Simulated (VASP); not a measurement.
# B4Pb (Im-3m) in VASP: further runs, part 3 of 3

VASP 6.6.1. The steps go on from the part before.

## Step 4: Single point, PBE

File INCAR:

```
SYSTEM = B4Pb
ALGO = Normal
EDIFF = 1E-6
ENCUT = 520
GGA = PE
ISIF = 2
ISMEAR = 0
LASPH = .True.
LCHARG = .True.
LELF = .True.
LREAL = .False.
LVHAR = .True.
LWAVE = .False.
NBANDS = 21
NELM = 80
PREC = Accurate
SIGMA = 0.1
```

File KPOINTS:

```
k-points
0
Gamma
  10 10 10
  0 0 0
```

File POSCAR:

```
B4Pb
1.0
   -2.7389777221      2.7389777221      2.7389777221
    2.7389777221     -2.7389777221      2.7389777221
    2.7389777221      2.7389777221     -2.7389777221
B Pb
4 1
Direct
    0.5000000000      0.5000000000      0.5000000000
    0.5000000000      0.0000000000      0.0000000000
    0.0000000000      0.0000000000      0.5000000000
    0.0000000000      0.5000000000      0.0000000000
    0.0000000000      0.0000000000      0.0000000000
```

Potentials or basis: VASP PAW PBE potentials, release 64 (B, Pb_d).

Launch:

```console
> cat potpaw_PBE.64/B/POTCAR potpaw_PBE.64/Pb_d/POTCAR > POTCAR
> mpirun -np 1 vasp_std > vasp.out
```

OUTCAR:

```text
SYSTEM = B4Pb
   EDIFF = 1E-6
   ENCUT = 520
   GGA = PE
   ISIF = 2
   ISMEAR = 0
   LASPH = .True.
   LREAL = .False.
   NELM = 80
   PREC = Accurate

 ion  position               nearest neighbor table
   1  0.500  0.500  0.500-   5 2.37   5 2.37
   2  0.500  0.000  0.000-   5 2.37   5 2.37
   3  0.000  0.000  0.500-   5 2.37   5 2.37
   4  0.000  0.500  0.000-   5 2.37   5 2.37
   5  0.000  0.000  0.000-   1 2.37   2 2.37   3 2.37   4 2.37   3 2.37   4 2.37   2 2.37   1 2.37

  LATTYP: Found a body centered cubic cell.
 ALAT       =     5.4779554442

  Lattice vectors:

 A1 = (  -2.7389777221,   2.7389777221,   2.7389777221)
 A2 = (   2.7389777221,  -2.7389777221,   2.7389777221)
 A3 = (   2.7389777221,   2.7389777221,  -2.7389777221)

Analysis of symmetry for initial positions (statically):
=====================================================================
 Subroutine PRICEL returns:
 Original cell was already a primitive cell.

 Routine SETGRP: Setting up the symmetry group for a
 body centered cubic supercell.

 Subroutine GETGRP returns: Found 48 space group operations
 (whereof 48 operations were pure point group operations)
 out of a pool of 48 trial point group operations.

The static configuration has the point symmetry O_h .

Analysis of symmetry for dynamics (positions and initial velocities):
=====================================================================
 Subroutine PRICEL returns:
 Original cell was already a primitive cell.

 Routine SETGRP: Setting up the symmetry group for a
 body centered cubic supercell.

 Subroutine GETGRP returns: Found 48 space group operations
 (whereof 48 operations were pure point group operations)
 out of a pool of 48 trial point group operations.

The dynamic configuration has the point symmetry O_h .

 Subroutine INISYM returns: Found 48 space group operations
 (whereof 48 operations are pure point group operations),
 and found     1 'primitive' translations
[... 115 lines left out ...]
   EFERMI =   0.00;   METHOD = LEGACY
   ISMEAR =     0;   SIGMA  =   0.10  broadening in eV -4-tet -1-fermi 0-gaus
   EFERMI_NEDOS =   21; number of points for ismear=-14 and -15
   IALGO  =     38    algorithm
   IMIX   =      4    mixing-type and parameters
     AMIX     =   0.40;   BMIX     =  1.00
     AMIX_MAG =   1.60;   BMIX_MAG =  1.00
  volume/ion in A,a.u.               =      16.44       110.93
  Fermi-wavevector in a.u.,A,eV,Ry     =   1.115469  2.107930 16.929332  1.244271
  Thomas-Fermi vector in A             =   2.252074
   LORBIT       =      0    0 simple, 1 ext, 2 COOP (PROOUT), +10 PAW based schemes
   GGA     = PE    functional components
   LHFCALC =     F    Hartree Fock is set to
   AEXX    =    0.0000 exact exchange contribution
   IVDW    =     0    specifies the selected vdW correction
   LEPSILON=     F    determine dielectric tensor
   LRPA    =     F    only Hartree local field effects (RPA)
 non-spin polarized calculation
 Gauss-broadening in eV      SIGMA  =   0.10
  energy-cutoff  :      520.00
  volume of cell :       82.19
 maximum number of plane-waves:      2238
   NGX = 17   NGY = 17   NGZ = 17

 number of electron      26.0000001 magnetization

 Free energy of the ion-electron system (eV)
  ---------------------------------------------------
  ext. energy  EPLUGINS =         0.00000000
  ---------------------------------------------------
  free energy    TOTEN  =       -15.36435380 eV

  energy without entropy =      -15.34778413  energy(sigma->0) =      -15.35606896

 E-fermi :   3.7445     XC(G=0):  -9.7202

 val. band max:        3.7442842798   @ k =  -0.2000   0.2000   0.1000
 cond. band min:       3.7685178114   @ k =  -0.3000   0.3000   0.2000
 fundamental gap:      0.0242335316
 Fermi energy:         3.7445076298

 k-point     1 :       0.0000    0.0000    0.0000
  band No.  band energies     occupation
      1     -13.5141      2.00000
      2     -13.5141      2.00000
      3     -13.5141      2.00000
      4     -13.2589      2.00000
      5     -13.2589      2.00000
      6      -8.6119      2.00000
[... 565 lines left out ...]
     20       8.1592      0.00000
     21       8.9425      0.00000

 [... further k-points ...]
[... 5 lines left out ...]
  --------------------------------------------------------------------------------------
  -------------------------------------------------------------------------------------
  Total       -0.0347589     -0.0347589     -0.0347589     -0.0000000      0.0000000      0.0000000
  in kB       -0.6775662     -0.6775662     -0.6775662     -0.0000000      0.0000000      0.0000000
  external PRESSURE =      -0.6775662 kB  Pullay stress =       0.0000000 kB

 VOLUME and BASIS-vectors are now :
 -----------------------------------------------------------------------------
  energy-cutoff  :      520.00
  volume of cell :       82.19
      direct lattice vectors                 reciprocal lattice vectors
    -2.738977722  2.738977722  2.738977722     0.000000000  0.182549860  0.182549860
     2.738977722 -2.738977722  2.738977722     0.182549860  0.000000000  0.182549860
     2.738977722  2.738977722 -2.738977722     0.182549860  0.182549860  0.000000000

 POSITION                                       TOTAL-FORCE (eV/Angst)
 -----------------------------------------------------------------------------------
      1.36949      1.36949      1.36949         0.000000      0.000000      0.000000
     -1.36949      1.36949      1.36949        -0.000000     -0.000000      0.000000
      1.36949      1.36949     -1.36949         0.000000     -0.000000     -0.000000
      1.36949     -1.36949      1.36949        -0.000000     -0.000000     -0.000000
      0.00000      0.00000      0.00000        -0.000000      0.000000     -0.000000
 -----------------------------------------------------------------------------------
    total drift:                               -0.000000     -0.000000     -0.000000

  FREE ENERGIE OF THE ION-ELECTRON SYSTEM (eV)
  ---------------------------------------------------
  free  energy   TOTEN  =       -15.3643537995 eV

  energy  without entropy=      -15.3477841298  energy(sigma->0) =      -15.35606896
```

Wall time 54 s (1 thread of Intel Xeon Platinum 8259CL at 2.50GHz (Skylake/Cascade Lake), shared host); peak memory 0.24 GiB.

Results:

```
Free energy            : -15.3644 eV
Pressure               : -0.1 GPa
Band gap on the k mesh : zero (bands 13 and 14 overlap by 1.79 eV)
```

Levels at points of the mesh, in eV from the Fermi level:
```
           k point  band 10  band 11  band 12  band 13  band 14  band 15  band 16  band 17
(0.00, 0.00, 0.00)    -2.98    -2.98    -2.98    -1.58    -1.13    -1.13    -1.13     3.81
(0.50, 0.00, 0.00)    -3.97    -3.37    -0.25     0.53     1.01     1.37     1.62     2.23
(0.50, 0.50, 0.50)    -3.05    -3.05    -0.81     0.63     0.63     0.63     5.13     5.13
```

Caveat: spin-orbit coupling is left out, which moves the levels of the heavy elements.

## Step 5: Relaxation of cell and atoms, PBE

File INCAR:

```
  PREC = Accurate
  ENCUT = 600
  EDIFF = 1E-7
  ISMEAR = 0
  SIGMA = 0.1
  LREAL = False
  LASPH = True
  NELM = 60
  ALGO = Normal
  ISIF = 3
  LWAVE = False
  LCHARG = False
  GGA = PE
  IBRION = 2
  NSW = 100
  EDIFFG = -0.01
```

File KPOINTS:

```
regular mesh
0
Gamma
  10 10 10
```

POSCAR, as its differences from that of step 4:

```diff
@@ -2,5 +2,5 @@
 1.0
-   -2.7389777221      2.7389777221      2.7389777221
-    2.7389777221     -2.7389777221      2.7389777221
-    2.7389777221      2.7389777221     -2.7389777221
+   -2.7407310906      2.7407310906      2.7407310906
+    2.7407310906     -2.7407310906      2.7407310906
+    2.7407310906      2.7407310906     -2.7407310906
 B Pb
```

Launch:

```console
> cat potpaw_PBE.64/B/POTCAR potpaw_PBE.64/Pb_d/POTCAR > POTCAR
> mpirun -np 1 vasp_std > vasp.out
```

Wall time 1.9 min (1 thread of Intel Xeon Platinum 8259CL at 2.50GHz (Skylake/Cascade Lake), shared host); peak memory 0.28 GiB.

It converged, with:

| Property | Result |
| --- | --- |
| Free energy | -15.3654 eV |
| Relaxed volume | 16.43 Å³/atom |
| Relaxed cell | a = 4.744 Å, b = 4.744 Å, c = 4.744 Å, α = 109.47°, β = 109.47°, γ = 109.47° |
| Space group after relaxing (to 0.1 Å) | Im-3m (No. 229) |
| Energy gained by relaxing | 0.0 meV/atom |
| Ionic steps | 2 |
| Pressure after relaxing | 0.0 GPa |
| Band gap on the k mesh | zero (bands 13 and 14 overlap by 1.79 eV) |

Step by step:
| step | energy change (eV) | largest force (eV/Å) | pressure (GPa) | volume (Å³) |
| --- | --- | --- | --- | --- |
| 1 | 0.0000 | 0.0000 | -0.14 | 82.35 |
| 2 | -0.0001 | 0.0000 | -0.05 | 82.17 |

Final structure:
```cif
data_structure
_symmetry_space_group_name_H-M 'P 1'
_symmetry_Int_Tables_number 1
_cell_length_a 4.7437
_cell_length_b 4.7437
_cell_length_c 4.7437
_cell_angle_alpha 109.471
_cell_angle_beta 109.471
_cell_angle_gamma 109.471
_cell_volume 82.17
loop_
_atom_site_label
_atom_site_type_symbol
_atom_site_fract_x
_atom_site_fract_y
_atom_site_fract_z
_atom_site_occupancy
B1 B 0.50000 0.50000 0.50000 1
B2 B 0.50000 0.00000 0.00000 1
B3 B 0.00000 0.00000 0.50000 1
B4 B 0.00000 0.50000 0.00000 1
Pb1 Pb 0.00000 0.00000 0.00000 1
```

Levels at points of the mesh, in eV from the Fermi level:
```csv
k point,band 9,band 10,band 11,band 12,band 13,band 14,band 15,band 16,band 17
"(0.00, 0.00, 0.00)",-4.16,-2.98,-2.98,-2.98,-1.58,-1.13,-1.13,-1.13,3.81
"(0.50, 0.00, 0.00)",-4.02,-3.97,-3.37,-0.25,0.53,1.01,1.37,1.62,2.23
"(0.50, 0.50, 0.50)",-7.39,-3.05,-3.05,-0.81,0.63,0.63,0.63,5.13,5.13
```

Caveat: spin-orbit coupling is left out, which moves the levels of the heavy elements.

## Step 6: Summary

| task | cell | k mesh | cutoff (eV) | gap on the mesh (eV) | pressure (GPa) | relaxed volume (Å³/atom) |
| --- | --- | --- | --- | --- | --- | --- |
| single point | a = 4.747 Å, angles 109.5°, 5 atoms | 6 × 6 × 6 | 520 | none | -0.1 | - |
| relaxation of cell and atoms | relaxed from a = 4.256 Å, angles 109.5°, 5 atoms | 6 × 6 × 6 | 600 | none | 0.4 | 16.32 |
| single point | a = 4.744 Å, angles 109.5°, 5 atoms | 10 × 10 × 10 | 520 | none | -0.1 | - |
| relaxation of cell and atoms | relaxed from a = 4.747 Å, angles 109.5°, 5 atoms | 10 × 10 × 10 | 600 | none | 0.0 | 16.43 |

Alike in all rows: level PBE; potentials or basis VASP PAW PBE potentials, release 64 (B, Pb_d); no spin polarisation; smearing gaussian 0.1 eV.

Caveats: spin-orbit coupling is left out, which moves the levels of the heavy elements; the volume moved by over 15 % at a fixed basis, so the end points are rough (at least some runs).

Total energies depend on the potentials used, so only differences within one code and one set of settings carry meaning.

The gap in the log of VASP goes by the Fermi energy; the results here count the filled bands.